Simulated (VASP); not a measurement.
# Al4BSbP2 in VASP: notebook

Runs on Al4BSbP2. Level: PBE. Tasks: single point.

Everything below comes from runs of VASP 6.6.1. Logs are shortened: lines on timing, memory, paths and dates and some standing lists are left out, and cuts for length are marked.

### Step 1. The cell of the first run

The structure is tetragonal, space group I-42m (No. 121). Conventional cell: a = 5.356 Å, b = 5.356 Å, c = 11.693 Å, α = 90.00°, β = 90.00°, γ = 90.00°. Al (site symmetry m) has 1 B at 2.15 Å and 2 P at 2.39 Å and 1 Sb at 2.72 Å within 2.8 Å. B (site symmetry -42m) has 4 Al at 2.15 Å within 2.8 Å. Within 3.6 Å of Sb (site symmetry -42m) lie 4 Al at 2.72 Å. P (site symmetry -4) has 4 Al at 2.39 Å within 3.2 Å.

The cell was built from a structure type or drawn by symmetry, and may not be a known phase.

### Step 2. Single point, PBE

INCAR reads:

```
PREC = Accurate
ENCUT = 520
EDIFF = 1E-7
ISMEAR = 0
SIGMA = 0.2
LREAL = F
LASPH = T
NELM = 80
ALGO = Normal
ISIF = 2
LWAVE = F
LCHARG = F
GGA = PE
NBANDS = 25
```

KPOINTS reads:

```
Automatic mesh
0
Gamma
  4 4 4
```

POSCAR reads:

```
Al4BSbP2
1.0
   -2.6777595337      2.6777595337      5.8463856542
    2.6777595337     -2.6777595337      5.8463856542
    2.6777595337      2.6777595337     -5.8463856542
Al B Sb P
4 1 1 2
Direct
    0.1684333991      0.1684333991      0.5958789936
    0.8315666009      0.4274455945      0.0000000000
    0.5725544055      0.5725544055      0.4041210064
    0.4274455945      0.8315666009      0.0000000000
    0.5000000000      0.5000000000      0.0000000000
    0.0000000000      0.0000000000      0.0000000000
    0.7500000000      0.2500000000      0.5000000000
    0.2500000000      0.7500000000      0.5000000000
```

Potentials or basis: VASP PAW PBE potentials, release 64 (Al, B, Sb, P).

On the command line:

```sh
> cat potpaw_PBE.64/Al/POTCAR potpaw_PBE.64/B/POTCAR potpaw_PBE.64/Sb/POTCAR potpaw_PBE.64/P/POTCAR > POTCAR
> mpirun -np 1 vasp_std > vasp.out
```

OUTCAR:

```text
PREC = Accurate
   ENCUT = 520
   EDIFF = 1E-7
   ISMEAR = 0
   LREAL = F
   LASPH = T
   NELM = 80
   ISIF = 2
   GGA = PE

 ion  position               nearest neighbor table
   1  0.168  0.168  0.596-   5 2.15   7 2.39   8 2.39   6 2.72   3 3.06
   2  0.832  0.427  0.000-   5 2.15   8 2.39   7 2.39   6 2.72   4 3.06
   3  0.573  0.573  0.404-   5 2.15   7 2.39   8 2.39   6 2.72   1 3.06
   4  0.427  0.832  0.000-   5 2.15   7 2.39   8 2.39   6 2.72   2 3.06
   5  0.500  0.500  0.000-   2 2.15   3 2.15   4 2.15   1 2.15
   6  0.000  0.000  0.000-   1 2.72   2 2.72   4 2.72   3 2.72
   7  0.750  0.250  0.500-   1 2.39   2 2.39   3 2.39   4 2.39
   8  0.250  0.750  0.500-   1 2.39   3 2.39   4 2.39   2 2.39

  LATTYP: Found a body centered tetragonal cell.
 ALAT       =     5.3555190674
 C/A-ratio  =     2.1833124224

  Lattice vectors:

 A1 = (  -2.6777595337,   2.6777595337,   5.8463856542)
 A2 = (   2.6777595337,  -2.6777595337,   5.8463856542)
 A3 = (   2.6777595337,   2.6777595337,  -5.8463856542)

Analysis of symmetry for initial positions (statically):
=====================================================================
 Subroutine PRICEL returns:
 Original cell was already a primitive cell.

 Routine SETGRP: Setting up the symmetry group for a
 body centered tetragonal supercell.

 Subroutine GETGRP returns: Found  8 space group operations
 (whereof  8 operations were pure point group operations)
 out of a pool of 16 trial point group operations.

The static configuration has the point symmetry D_2d.

Analysis of symmetry for dynamics (positions and initial velocities):
=====================================================================
 Subroutine PRICEL returns:
 Original cell was already a primitive cell.

 Routine SETGRP: Setting up the symmetry group for a
 body centered tetragonal supercell.

 Subroutine GETGRP returns: Found  8 space group operations
 (whereof  8 operations were pure point group operations)
 out of a pool of 16 trial point group operations.

The dynamic configuration has the point symmetry D_2d.

 Subroutine INISYM returns: Found  8 space group operations
 (whereof  8 operations are pure point group operations),
 and found     1 'primitive' translations

----------------------------------------------------------------------------------------

                                     Primitive cell

  volume of cell :     167.6836

  direct lattice vectors                    reciprocal lattice vectors
    -2.677759534  2.677759534  5.846385654     0.000000000  0.186723264  0.085522925
     2.677759534 -2.677759534  5.846385654     0.186723264  0.000000000  0.085522925
     2.677759534  2.677759534 -5.846385654     0.186723264  0.186723264  0.000000000

  length of vectors
     6.965702941  6.965702941  6.965702941     0.205377087  0.205377087  0.264066572

  position of ions in fractional coordinates (direct lattice)
     0.168433399  0.168433399  0.595878994
     0.831566601  0.427445594  0.000000000
     0.572554405  0.572554405  0.404121006
     0.427445594  0.831566601  0.000000000
     0.500000000  0.500000000  0.000000000
     0.000000000  0.000000000  0.000000000
     0.750000000  0.250000000  0.500000000
     0.250000000  0.750000000  0.500000000

  ion indices of the primitive-cell ions
   primitive index   ion index
                 1           1
                 2           2
                 3           3
                 4           4
                 5           5
                 6           6
                 7           7
                 8           8

----------------------------------------------------------------------------------------

 KPOINTS: Automatic mesh

Automatic generation of k-mesh.
 Grid dimensions read from file:
 generate k-points for:    4    4    4

 Generating k-lattice:

  Cartesian coordinates                     Fractional coordinates (reciprocal lattice)
     0.000000000  0.046680816  0.021380731     0.250000000  0.000000000  0.000000000
     0.046680816  0.000000000  0.021380731     0.000000000  0.250000000  0.000000000
     0.046680816  0.046680816  0.000000000     0.000000000  0.000000000  0.250000000

  Length of vectors
     0.051344272  0.051344272  0.066016643

  Shift w.r.t. Gamma in fractional coordinates (k-lattice)
     0.000000000  0.000000000  0.000000000

 Subroutine IBZKPT returns following result:
 ===========================================

 Found     13 irreducible k-points:

 Following reciprocal coordinates:
            Coordinates               Weight
  0.000000  0.000000  0.000000      1.000000
  0.250000 -0.000000  0.000000      8.000000
  0.500000 -0.000000  0.000000      4.000000
  0.250000  0.250000  0.000000      8.000000
  0.500000  0.250000  0.000000     16.000000
 -0.250000  0.250000  0.000000      4.000000
  0.500000  0.500000  0.000000      2.000000
  0.250000  0.250000  0.250000      2.000000
 -0.250000  0.250000  0.250000      4.000000
  0.500000  0.500000  0.250000      4.000000
 -0.250000  0.500000  0.250000      8.000000
 -0.250000 -0.250000  0.250000      2.000000
  0.500000  0.500000  0.500000      1.000000
   k-points           NKPTS =     13   k-points in BZ     NKDIM =     13   number of bands    NBANDS=     25
   number of dos      NEDOS =    301   number of ions     NIONS =      8
   total plane-waves  NPLWV = 157464
   dimension x,y,z NGX =    54 NGY =   54 NGZ =   54
   dimension x,y,z NGXF=   108 NGYF=  108 NGZF=  108
   ions per type =               4   1   1   2
   NGX,Y,Z   is equivalent  to a cutoff of  12.89, 12.89, 12.89 a.u.
   NGXF,Y,Z  is equivalent  to a cutoff of  25.78, 25.78, 25.78 a.u.
 SYSTEM =  unknown system
   PREC   = accura    normal or accurate (medium, high low for compatibility)
   ISTART =      0    job   : 0-new  1-cont  2-samecut
   ICHARG =      2    charge: 1-file 2-atom 10-const
   ISPIN  =      1    spin polarized calculation?
   LNONCOLLINEAR =      F non collinear calculations
   LSORBIT =      F    spin-orbit coupling
   LASPH  =      T    aspherical Exc in radial PAW
   ENCUT  =  520.0 eV  38.22 Ry    6.18 a.u.  12.95 12.95 12.95*2*pi/ulx,y,z
   NELM   =     80;   NELMIN=  2; NELMDL= -5     # of ELM steps
   EDIFF  = 0.1E-06   stopping-criterion for ELM
   LREAL  =      F    real-space projection
   EDIFFG = 0.1E-05   stopping-criterion for IOM
   NSW    =      0    number of steps for IOM
   IBRION =     -1    ionic relax: 0-MD 1-quasi-New 2-CG
   NFREE  =      0    steps in history (QN), initial steepest desc. (CG)
   ISIF   =      2    stress and relaxation
   ISYM   =      2    0-nonsym 1-usesym 2-fastsym
   POTIM  = 0.5000    time-step for ionic-motion
   TEBEG  =    0.0;   TEEND  =   0.0 temperature during run
   PSTRESS=    0.0 pullay stress
   NELECT =      30.0000    total number of electrons
   NUPDOWN=      -1.0000    fix difference up-down
   EMIN   =  10.00;   EMAX   =-10.00  energy-range for DOS
   EFERMI =   0.00;   METHOD = LEGACY
   ISMEAR =     0;   SIGMA  =   0.20  broadening in eV -4-tet -1-fermi 0-gaus
   EFERMI_NEDOS =   21; number of points for ismear=-14 and -15
   IALGO  =     38    algorithm
   IMIX   =      4    mixing-type and parameters
     AMIX     =   0.40;   BMIX     =  1.00
     AMIX_MAG =   1.60;   BMIX_MAG =  1.00
  volume/ion in A,a.u.               =      20.96       141.45
  Fermi-wavevector in a.u.,A,eV,Ry     =   0.922469  1.743213 11.577861  0.850949
  Thomas-Fermi vector in A             =   2.047999
   LORBIT       =      0    0 simple, 1 ext, 2 COOP (PROOUT), +10 PAW based schemes
   GGA     = PE    functional components
   LHFCALC =     F    Hartree Fock is set to
   AEXX    =    0.0000 exact exchange contribution
   IVDW    =     0    specifies the selected vdW correction
   LEPSILON=     F    determine dielectric tensor
   LRPA    =     F    only Hartree local field effects (RPA)
 non-spin polarized calculation
 Gauss-broadening in eV      SIGMA  =   0.20
  energy-cutoff  :      520.00
  volume of cell :      167.68
 maximum number of plane-waves:      4538
 NGX is ok and might be reduce to    54
   NGX = 25   NGY = 25   NGZ = 25

 number of electron      30.0000000 magnetization

 Free energy of the ion-electron system (eV)
  ---------------------------------------------------
  ext. energy  EPLUGINS =         0.00000000
  ---------------------------------------------------
  free energy    TOTEN  =       -37.35368331 eV

  energy without entropy =      -37.25894253  energy(sigma->0) =      -37.30631292

 E-fermi :   4.7989     XC(G=0):  -9.2043

 val. band max:        4.7386642595   @ k =   0.5000   0.2500   0.0000
 cond. band min:       4.8199852190   @ k =  -0.2500   0.5000   0.2500
 fundamental gap:      0.0813209595
 Fermi energy:         4.7989134296

 k-point     1 :       0.0000    0.0000    0.0000
  band No.  band energies     occupation
      1      -6.5970      2.00000
      2      -4.6034      2.00000
      3      -3.9264      2.00000
      4      -1.8243      2.00000
      5      -0.9657      2.00000
      6      -0.0295      2.00000
[... 17 lines left out ...]
     24       9.8065      0.00000
     25      10.0949      0.00000

 k-point     2 :       0.2500   -0.0000    0.0000
  band No.  band energies     occupation
      1      -6.3299      2.00000
      2      -4.9030      2.00000
      3      -4.0283      2.00000
      4      -2.3308      2.00000
      5      -0.5540      2.00000
      6       0.0093      2.00000
[... 17 lines left out ...]
     24       9.6151      0.00000
     25      10.2484      0.00000
[... 278 lines left out ...]
     24       9.3587      0.00000
     25      10.3546      0.00000

 k-point    13 :       0.5000    0.5000    0.5000
  band No.  band energies     occupation
      1      -6.2488      2.00000
      2      -4.8569      2.00000
      3      -4.6267      2.00000
      4      -2.1145      2.00000
      5      -0.3269      2.00000
      6      -0.3269      2.00000
[... 17 lines left out ...]
     24       9.1786      0.00000
     25      11.6856      0.00000

------------------------ aborting loop because EDIFF is reached ----------------------------------------

  FORCE on cell =-STRESS in cart. coord.  units (eV):
  Direction    XX          YY          ZZ          XY          YZ          ZX
  --------------------------------------------------------------------------------------
  -------------------------------------------------------------------------------------
  Total       -0.1694463     -0.1694463     -0.0223028      0.0000000      0.0000000      0.0000000
  in kB       -1.6190191     -1.6190191     -0.2130983      0.0000000      0.0000000      0.0000000
  external PRESSURE =      -1.1503788 kB  Pullay stress =       0.0000000 kB

 VOLUME and BASIS-vectors are now :
 -----------------------------------------------------------------------------
  energy-cutoff  :      520.00
  volume of cell :      167.68
      direct lattice vectors                 reciprocal lattice vectors
    -2.677759534  2.677759534  5.846385654     0.000000000  0.186723264  0.085522925
     2.677759534 -2.677759534  5.846385654     0.186723264  0.000000000  0.085522925
     2.677759534  2.677759534 -5.846385654     0.186723264  0.186723264  0.000000000

 POSITION                                       TOTAL-FORCE (eV/Angst)
 -----------------------------------------------------------------------------------
      1.59562      1.59562     -1.51429        -0.001338     -0.001338     -0.005951
     -1.08214      1.08214      7.36067        -0.001338      0.001338      0.005951
      1.08214      1.08214      4.33210         0.001338      0.001338     -0.005951
      1.08214     -1.08214      7.36067         0.001338     -0.001338      0.005951
      0.00000      0.00000      5.84639         0.000000     -0.000000      0.000000
      0.00000      0.00000      0.00000         0.000000     -0.000000      0.000000
     -0.00000      2.67776      2.92319         0.000000     -0.000000      0.000000
      2.67776     -0.00000      2.92319         0.000000     -0.000000      0.000000
 -----------------------------------------------------------------------------------
    total drift:                                0.000000      0.000000     -0.000000

  FREE ENERGIE OF THE ION-ELECTRON SYSTEM (eV)
  ---------------------------------------------------
  free  energy   TOTEN  =       -37.3536833065 eV

  energy  without entropy=      -37.2589425304  energy(sigma->0) =      -37.30631292
```

Run time: 3 min. Hardware: 1 thread of Intel Xeon 8259CL, shared host; peak memory 0.43 GiB.

What came out:

| Quantity | Value |
| --- | --- |
| Free energy | -37.3537 eV |
| Pressure | -0.1 GPa |
| Largest force | 0.006 eV/Å |
| Band gap on the k mesh | zero (bands 15 and 16 overlap by 1.39 eV) |

Forces on the atoms (eV/Å):
```
Al  -0.001 -0.001 -0.006
Al  -0.001  0.001  0.006
Al   0.001  0.001 -0.006
Al   0.001 -0.001  0.006
B    0.000  0.000  0.000
Sb   0.000  0.000  0.000
P    0.000  0.000  0.000
P    0.000  0.000  0.000
```

Caveat: spin-orbit coupling is left out, which moves the levels of the heavy elements.

### Step 3. Single point, PBE

This run uses another cell than the first one, of 20.87 Å³/atom.

INCAR reads:

```
  PREC = Accurate
  ENCUT = 520
  EDIFF = 1E-6
  ISMEAR = 0
  SIGMA = 0.2
  LREAL = F
  LASPH = T
  NELM = 60
  ALGO = Normal
  ISIF = 2
  LWAVE = F
  LCHARG = T
  GGA = PE
  LELF = T
  LVHAR = T
  NBANDS = 25
```

KPOINTS is that of step 2.

POSCAR reads:

```
Al4BSbP2
1.0
    5.3135494943      0.0000000000      0.0000000000
    0.0000000000      5.3135494943      0.0000000000
   -2.6567747472     -2.6567747472      5.9122788586
Al B Sb P
4 1 1 2
Direct
    0.1678618025      0.1678618025      0.7401104760
    0.4277513265      0.8321381975      0.2598895240
    0.5722486735      0.5722486735      0.7401104760
    0.8321381975      0.4277513265      0.2598895240
    0.5000000000      0.5000000000      0.0000000000
    0.0000000000      0.0000000000      0.0000000000
    0.2500000000      0.7500000000      0.5000000000
    0.7500000000      0.2500000000      0.5000000000
```

Potentials or basis: VASP PAW PBE potentials, release 64 (Al, B, Sb, P).

On the command line:

```sh
> cat potpaw_PBE.64/Al/POTCAR potpaw_PBE.64/B/POTCAR potpaw_PBE.64/Sb/POTCAR potpaw_PBE.64/P/POTCAR > POTCAR
> mpirun -np 1 vasp_std > vasp.out
```

Wall time 1.8 min (1 thread of Intel Xeon 8259CL, shared host); peak memory 0.31 GiB.

It converged, with:

```
Free energy            : -37.3501 eV
Pressure               : 0.1 GPa
Largest force          : 0.035 eV/Å
Band gap on the k mesh : zero (bands 15 and 16 overlap by 1.49 eV)
```

Forces on the atoms (eV/Å):
```
Al   0.014  0.014  0.029
Al   0.014 -0.014 -0.029
Al  -0.014 -0.014  0.029
Al  -0.014  0.014 -0.029
B    0.000  0.000  0.000
Sb   0.000  0.000  0.000
P    0.000  0.000  0.000
P    0.000  0.000  0.000
```

Stress tensor (GPa, compression positive):
```
 0.30  0.00  0.00
 0.00  0.30  0.00
 0.00  0.00 -0.38
```

Levels at points of the mesh, in eV from the Fermi level:
| k point | band 11 | band 12 | band 13 | band 14 | band 15 | band 16 | band 17 | band 18 | band 19 | band 20 |
| --- | --- | --- | --- | --- | --- | --- | --- | --- | --- | --- |
| (0.00, 0.00, 0.00) | -2.67 | -1.68 | -1.68 | -0.09 | 0.89 | 0.89 | 1.33 | 2.67 | 3.38 | 3.57 |
| (0.50, 0.00, 0.00) | -2.04 | -1.90 | -1.70 | -1.19 | -0.78 | -0.53 | 2.94 | 3.56 | 3.63 | 3.78 |
| (0.50, 0.50, 0.00) | -1.06 | -0.87 | -0.86 | -0.84 | 0.84 | 0.96 | 2.37 | 2.40 | 3.84 | 4.01 |
| (0.00, 0.00, 0.50) | -2.06 | -1.65 | -1.44 | -1.44 | 0.16 | 0.16 | 0.70 | 1.64 | 2.01 | 2.01 |

Caveat: spin-orbit coupling is left out, which moves the levels of the heavy elements.

[end of part 1 of 2]
